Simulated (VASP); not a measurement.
# GaP (R-3m) in VASP: single point with PBE

Aim: the single point of GaP with PBE.

Everything below comes from runs of VASP 6.6.1. Logs are shortened: lines on timing, memory, paths and dates and some standing lists are left out, and cuts for length are marked.

## Step 1: The cell of the first run

It takes space group R-3m (No. 166, trigonal). The conventional cell has a = 3.886 Å, b = 3.886 Å, c = 19.292 Å, α = 90.00°, β = 90.00°, γ = 120.00°. Ga (site symmetry 3m) has 3 P at 2.40 Å and 1 Ga at 2.49 Å within 3.2 Å. P (site symmetry 3m) has 1 P at 2.21 Å and 3 Ga at 2.40 Å within 2.9 Å.

## Step 2: Single point, PBE

Input file INCAR:

```
SYSTEM = GaP
PREC     = Accurate       ! precision mode
ENCUT    = 520            ! plane-wave cutoff, eV
EDIFF    = 1E-6           ! SCF threshold, eV
ISMEAR   = 0              ! smearing method
SIGMA    = 0.1            ! smearing width, eV
LREAL    = Auto         
LASPH    = .True.         ! aspherical terms in the spheres
NELM     = 100            ! most SCF steps
ALGO     = Normal         ! electronic algorithm
ISIF     = 2              ! what is computed and relaxed
LWAVE    = .False.        ! write WAVECAR
LCHARG   = .False.        ! write CHGCAR
GGA      = PE             ! functional
ISYM     = 0            
NBANDS   = 86             ! bands
```

Input file KPOINTS:

```
Automatic mesh
0
Gamma
  2 2 2
  0.5 0.5 0.5
```

Input file POSCAR:

```
GaP
1.0
    3.8860303510      6.7308020076      0.0000000000
   -3.8860303510      6.7308020076      0.0000000000
    0.0000000000      4.4872013384      6.4308101003
Ga P
8 8
Direct
    0.5646280000      0.5646280000      0.3061160000
    0.5646280000      0.0646280000      0.3061160000
    0.0646280000      0.5646280000      0.3061160000
    0.0646280000      0.0646280000      0.3061160000
    0.4353720000      0.4353720000      0.6938840000
    0.4353720000      0.9353720000      0.6938840000
    0.9353720000      0.4353720000      0.6938840000
    0.9353720000      0.9353720000      0.6938840000
    0.9426110000      0.9426110000      0.1721670000
    0.9426110000      0.4426110000      0.1721670000
    0.4426110000      0.9426110000      0.1721670000
    0.4426110000      0.4426110000      0.1721670000
    0.0573890000      0.0573890000      0.8278330000
    0.0573890000      0.5573890000      0.8278330000
    0.5573890000      0.0573890000      0.8278330000
    0.5573890000      0.5573890000      0.8278330000
```

Potentials or basis: VASP PAW PBE potentials, release 64 (Ga_d, P).

Run with:

```bash
cat potpaw_PBE.64/Ga_d/POTCAR potpaw_PBE.64/P/POTCAR > POTCAR
mpirun -np 1 vasp_std > vasp.out
```

OUTCAR:

```text
SYSTEM = GaP
   PREC = Accurate
   ENCUT = 520
   EDIFF = 1E-6
   ISMEAR = 0
   LREAL = Auto
   LASPH = .True.
   NELM = 100
   ISIF = 2
   GGA = PE
   ISYM = 0

 ion  position               nearest neighbor table
   1  0.565  0.565  0.306-  12 2.40  11 2.40  10 2.40   5 2.49
   2  0.565  0.065  0.306-  11 2.40   9 2.40  12 2.40   6 2.49
   3  0.065  0.565  0.306-  10 2.40   9 2.40  12 2.40   7 2.49
   4  0.065  0.065  0.306-   9 2.40  10 2.40  11 2.40   8 2.49
   5  0.435  0.435  0.694-  16 2.40  15 2.40  14 2.40   1 2.49
   6  0.435  0.935  0.694-  15 2.40  13 2.40  16 2.40   2 2.49
[... 8 lines left out ...]
  15  0.557  0.057  0.828-  11 2.21   6 2.40   8 2.40   5 2.40
  16  0.557  0.557  0.828-  12 2.21   5 2.40   7 2.40   6 2.40

IMPORTANT INFORMATION: All symmetrisations will be switched off!
NOSYMM: (Re-)initialisation of all symmetry stuff for point group C_1.

----------------------------------------------------------------------------------------

                                     Primitive cell

  volume of cell :     336.4098

  direct lattice vectors                    reciprocal lattice vectors
     3.886030351  6.730802008  0.000000000     0.128666005  0.074285353 -0.051833801
    -3.886030351  6.730802008  0.000000000    -0.128666005  0.074285353 -0.051833801
     0.000000000  4.487201338  6.430810100     0.000000000  0.000000000  0.155501404

  length of vectors
     7.772060702  7.772060702  7.841574740     0.157353098  0.157353098  0.155501404

  position of ions in fractional coordinates (direct lattice)
     0.564628000  0.564628000  0.306116000
     0.564628000  0.064628000  0.306116000
     0.064628000  0.564628000  0.306116000
     0.064628000  0.064628000  0.306116000
     0.435372000  0.435372000  0.693884000
     0.435372000  0.935372000  0.693884000
[... 8 lines left out ...]
     0.557389000  0.057389000  0.827833000
     0.557389000  0.557389000  0.827833000

  ion indices of the primitive-cell ions
   primitive index   ion index
                 1           1
                 2           2
                 3           3
                 4           4
                 5           5
                 6           6
[... 8 lines left out ...]
                15          15
                16          16

----------------------------------------------------------------------------------------

 KPOINTS: Automatic mesh

Automatic generation of k-mesh.
 Grid dimensions read from file:
 generate k-points for:    2    2    2

 Generating k-lattice:

  Cartesian coordinates                     Fractional coordinates (reciprocal lattice)
     0.064333002  0.037142676 -0.025916901     0.500000000  0.000000000  0.000000000
    -0.064333002  0.037142676 -0.025916901     0.000000000  0.500000000  0.000000000
     0.000000000  0.000000000  0.077750702     0.000000000  0.000000000  0.500000000

  Length of vectors
     0.078676549  0.078676549  0.077750702

  Shift w.r.t. Gamma in fractional coordinates (k-lattice)
     0.500000000  0.500000000  0.500000000

 Subroutine IBZKPT returns following result:
 ===========================================

 Found     12 irreducible k-points:

 Following reciprocal coordinates:
            Coordinates               Weight
  0.250000  0.250000  0.250000      2.000000
  0.000000  0.250000  0.000000      2.000000
 -0.250000  0.000000  0.000000      2.000000
 -0.250000  0.250000  0.250000      2.000000
  0.500000  0.250000  0.000000      2.000000
 -0.250000  0.500000  0.000000      2.000000
 -0.250000  0.250000 -0.250000      2.000000
  0.500000  0.250000  0.500000      2.000000
 -0.250000  0.500000  0.500000      2.000000
 -0.250000 -0.250000  0.250000      2.000000
  0.000000 -0.250000  0.500000      2.000000
  0.250000  0.000000  0.500000      2.000000
   k-points           NKPTS =     12   k-points in BZ     NKDIM =     12   number of bands    NBANDS=     86
   number of dos      NEDOS =    301   number of ions     NIONS =     16
   total plane-waves  NPLWV = 216000
   dimension x,y,z NGX =    60 NGY =   60 NGZ =   60
   dimension x,y,z NGXF=   120 NGYF=  120 NGZF=  120
   ions per type =               8   8
   NGX,Y,Z   is equivalent  to a cutoff of  12.83, 12.83, 12.72 a.u.
   NGXF,Y,Z  is equivalent  to a cutoff of  25.67, 25.67, 25.44 a.u.
 SYSTEM =  GaP
   PREC   = accura    normal or accurate (medium, high low for compatibility)
   ISTART =      0    job   : 0-new  1-cont  2-samecut
   ICHARG =      2    charge: 1-file 2-atom 10-const
   ISPIN  =      1    spin polarized calculation?
   LNONCOLLINEAR =      F non collinear calculations
   LSORBIT =      F    spin-orbit coupling
   LASPH  =      T    aspherical Exc in radial PAW
   ENCUT  =  520.0 eV  38.22 Ry    6.18 a.u.  14.45 14.45 14.58*2*pi/ulx,y,z
   NELM   =    100;   NELMIN=  2; NELMDL= -5     # of ELM steps
   EDIFF  = 0.1E-05   stopping-criterion for ELM
   LREAL  =      T    real-space projection
   EDIFFG = 0.1E-04   stopping-criterion for IOM
   NSW    =      0    number of steps for IOM
   IBRION =     -1    ionic relax: 0-MD 1-quasi-New 2-CG
   NFREE  =      0    steps in history (QN), initial steepest desc. (CG)
   ISIF   =      2    stress and relaxation
   ISYM   =      0    0-nonsym 1-usesym 2-fastsym
   POTIM  = 0.5000    time-step for ionic-motion
   TEBEG  =    0.0;   TEEND  =   0.0 temperature during run
   PSTRESS=    0.0 pullay stress
   NELECT =     144.0000    total number of electrons
   NUPDOWN=      -1.0000    fix difference up-down
   EMIN   =  10.00;   EMAX   =-10.00  energy-range for DOS
   EFERMI =   0.00;   METHOD = LEGACY
   ISMEAR =     0;   SIGMA  =   0.10  broadening in eV -4-tet -1-fermi 0-gaus
   EFERMI_NEDOS =   21; number of points for ismear=-14 and -15
   IALGO  =     38    algorithm
   IMIX   =      4    mixing-type and parameters
     AMIX     =   0.40;   BMIX     =  1.00
     AMIX_MAG =   1.60;   BMIX_MAG =  1.00
  volume/ion in A,a.u.               =      21.03       141.89
  Fermi-wavevector in a.u.,A,eV,Ry     =   1.233785  2.331515 20.711129  1.522225
  Thomas-Fermi vector in A             =   2.368501
   LORBIT       =      0    0 simple, 1 ext, 2 COOP (PROOUT), +10 PAW based schemes
   GGA     = PE    functional components
   LHFCALC =     F    Hartree Fock is set to
   AEXX    =    0.0000 exact exchange contribution
   IVDW    =     0    specifies the selected vdW correction
   LEPSILON=     F    determine dielectric tensor
   LRPA    =     F    only Hartree local field effects (RPA)
 non-spin polarized calculation
 Gauss-broadening in eV      SIGMA  =   0.10
  energy-cutoff  :      520.00
  volume of cell :      336.41
 maximum number of plane-waves:      9077
 NGX is ok and might be reduce to    60
   NGX = 29   NGY = 29   NGZ = 29

 number of electron     143.9999978 magnetization

 Free energy of the ion-electron system (eV)
  ---------------------------------------------------
  ext. energy  EPLUGINS =         0.00000000
  ---------------------------------------------------
  free energy    TOTEN  =       -70.89627889 eV

  energy without entropy =      -70.89627889  energy(sigma->0) =      -70.89627889

 E-fermi :   4.8580     XC(G=0):  -9.6667

 val. band max:        4.3600907708   @ k =   0.2500   0.2500   0.2500
 cond. band min:       5.7941552621   @ k =   0.2500   0.2500   0.2500
 fundamental gap:      1.4340644913
 Fermi energy:         4.8579988904

 k-point     1 :       0.2500    0.2500    0.2500
  band No.  band energies     occupation
      1     -10.1318      2.00000
      2     -10.1235      2.00000
      3     -10.1180      2.00000
      4     -10.1180      2.00000
      5     -10.0890      2.00000
      6     -10.0889      2.00000
[... 76 lines left out ...]
     83       7.2574      0.00000
     84       7.7986      0.00000

 k-point     2 :       0.0000    0.2500    0.0000
  band No.  band energies     occupation
      1     -10.1318      2.00000
      2     -10.1235      2.00000
      3     -10.1180      2.00000
      4     -10.1180      2.00000
      5     -10.0890      2.00000
      6     -10.0890      2.00000
[... 76 lines left out ...]
     83       7.2574      0.00000
     84       7.7986      0.00000

 k-point     3 :      -0.2500    0.0000    0.0000
  band No.  band energies     occupation
      1     -10.1318      2.00000
      2     -10.1235      2.00000
      3     -10.1180      2.00000
      4     -10.1180      2.00000
      5     -10.0890      2.00000
      6     -10.0890      2.00000
[... 76 lines left out ...]
     83       7.2574      0.00000
     84       7.7986      0.00000

 k-point     4 :      -0.2500    0.2500    0.2500
  band No.  band energies     occupation
      1     -10.1252      2.00000
      2     -10.1239      2.00000
      3     -10.1169      2.00000
      4     -10.1137      2.00000
      5     -10.0970      2.00000
      6     -10.0885      2.00000
[... 76 lines left out ...]
     83       8.4522      0.00000
     84       8.7770      0.00000

 k-point     5 :       0.5000    0.2500    0.0000
  band No.  band energies     occupation
      1     -10.1252      2.00000
      2     -10.1239      2.00000
      3     -10.1169      2.00000
      4     -10.1137      2.00000
      5     -10.0970      2.00000
      6     -10.0885      2.00000
[... 76 lines left out ...]
     83       8.4522      0.00000
     84       8.7756      0.00000

 k-point     6 :      -0.2500    0.5000    0.0000
  band No.  band energies     occupation
      1     -10.1252      2.00000
      2     -10.1239      2.00000
      3     -10.1169      2.00000
      4     -10.1137      2.00000
      5     -10.0970      2.00000
      6     -10.0885      2.00000
[... 76 lines left out ...]
     83       8.4522      0.00000
     84       8.7752      0.00000

 k-point     7 :      -0.2500    0.2500   -0.2500
  band No.  band energies     occupation
      1     -10.1252      2.00000
      2     -10.1239      2.00000
      3     -10.1169      2.00000
      4     -10.1137      2.00000
      5     -10.0970      2.00000
      6     -10.0885      2.00000
[... 76 lines left out ...]
     83       8.4522      0.00000
     84       8.7752      0.00000

 k-point     8 :       0.5000    0.2500    0.5000
  band No.  band energies     occupation
      1     -10.1252      2.00000
      2     -10.1239      2.00000
      3     -10.1169      2.00000
      4     -10.1137      2.00000
      5     -10.0970      2.00000
      6     -10.0885      2.00000
[... 76 lines left out ...]
     83       8.4522      0.00000
     84       8.7754      0.00000

 k-point     9 :      -0.2500    0.5000    0.5000
  band No.  band energies     occupation
      1     -10.1252      2.00000
      2     -10.1239      2.00000
      3     -10.1169      2.00000
      4     -10.1137      2.00000
      5     -10.0970      2.00000
      6     -10.0885      2.00000
[... 76 lines left out ...]
     83       8.4522      0.00000
     84       8.7754      0.00000

 k-point    10 :      -0.2500   -0.2500    0.2500
  band No.  band energies     occupation
      1     -10.1292      2.00000
      2     -10.1241      2.00000
      3     -10.1241      2.00000
      4     -10.1178      2.00000
      5     -10.1048      2.00000
      6     -10.1014      2.00000
[... 76 lines left out ...]
     83       8.2474      0.00000
     84       8.3912      0.00000

 k-point    11 :       0.0000   -0.2500    0.5000
  band No.  band energies     occupation
      1     -10.1292      2.00000
      2     -10.1241      2.00000
      3     -10.1241      2.00000
      4     -10.1178      2.00000
      5     -10.1048      2.00000
      6     -10.1014      2.00000
[... 76 lines left out ...]
     83       8.2474      0.00000
     84       8.3912      0.00000

 k-point    12 :       0.2500    0.0000    0.5000
  band No.  band energies     occupation
      1     -10.1292      2.00000
      2     -10.1241      2.00000
      3     -10.1241      2.00000
      4     -10.1178      2.00000
      5     -10.1048      2.00000
      6     -10.1014      2.00000
[... 76 lines left out ...]
     83       8.2474      0.00000
     84       8.3912      0.00000
 [bands above 84 left out]

------------------------ aborting loop because EDIFF is reached ----------------------------------------

  FORCE on cell =-STRESS in cart. coord.  units (eV):
  Direction    XX          YY          ZZ          XY          YZ          ZX
  --------------------------------------------------------------------------------------
  -------------------------------------------------------------------------------------
  Total       -0.5869784     -0.5867411      1.3401183     -0.0000030      0.0000459     -0.0000619
  in kB       -2.7955293     -2.7943987      6.3824150     -0.0000142      0.0002186     -0.0002949
  external PRESSURE =       0.2641623 kB  Pullay stress =       0.0000000 kB

 VOLUME and BASIS-vectors are now :
 -----------------------------------------------------------------------------
  energy-cutoff  :      520.00
  volume of cell :      336.41
      direct lattice vectors                 reciprocal lattice vectors
     3.886030351  6.730802008  0.000000000     0.128666005  0.074285353 -0.051833801
    -3.886030351  6.730802008  0.000000000    -0.128666005  0.074285353 -0.051833801
     0.000000000  4.487201338  6.430810100     0.000000000  0.000000000  0.155501404

 POSITION                                       TOTAL-FORCE (eV/Angst)
 -----------------------------------------------------------------------------------
      0.00000      8.97440      1.96857         0.000004      0.000007      0.065071
      1.94302      5.60900      1.96857        -0.000015      0.000006      0.065153
     -1.94302      5.60900      1.96857         0.000014      0.000003      0.065118
      0.00000      2.24360      1.96857         0.000000      0.000020      0.065139
      0.00000      8.97440      4.46224        -0.000006     -0.000001     -0.065104
     -1.94302     12.33980      4.46224         0.000004     -0.000004     -0.065104
[... 8 lines left out ...]
      1.94302      7.85260      5.32364        -0.000017     -0.000006     -0.026563
      0.00000     11.21800      5.32364        -0.000012     -0.000022     -0.026590
 -----------------------------------------------------------------------------------
    total drift:                               -0.000004     -0.000004     -0.000000

  FREE ENERGIE OF THE ION-ELECTRON SYSTEM (eV)
  ---------------------------------------------------
  free  energy   TOTEN  =       -70.8962788890 eV

  energy  without entropy=      -70.8962788890  energy(sigma->0) =      -70.89627889
```

Wall time 11 min (1 thread of Intel Xeon Platinum 8488C (Sapphire Rapids), shared host); peak memory 0.59 GiB.

What came out:

| Property | Result |
| --- | --- |
| Free energy | -70.8963 eV |
| Pressure | 0.0 GPa |
| Largest force | 0.065 eV/Å |
| Band gap on the k mesh | 1.43 eV |

Forces on the atoms (eV/Å):
```
Ga   0.000  0.000  0.065
Ga   0.000  0.000  0.065
Ga   0.000  0.000  0.065
Ga   0.000  0.000  0.065
Ga   0.000  0.000 -0.065
Ga   0.000  0.000 -0.065
Ga   0.000  0.000 -0.065
Ga   0.000  0.000 -0.065
P    0.000  0.000  0.027
P    0.000  0.000  0.027
P    0.000  0.000  0.027
P    0.000  0.000  0.027
P    0.000  0.000 -0.027
P    0.000  0.000 -0.027
P    0.000  0.000 -0.027
P    0.000  0.000 -0.027
```
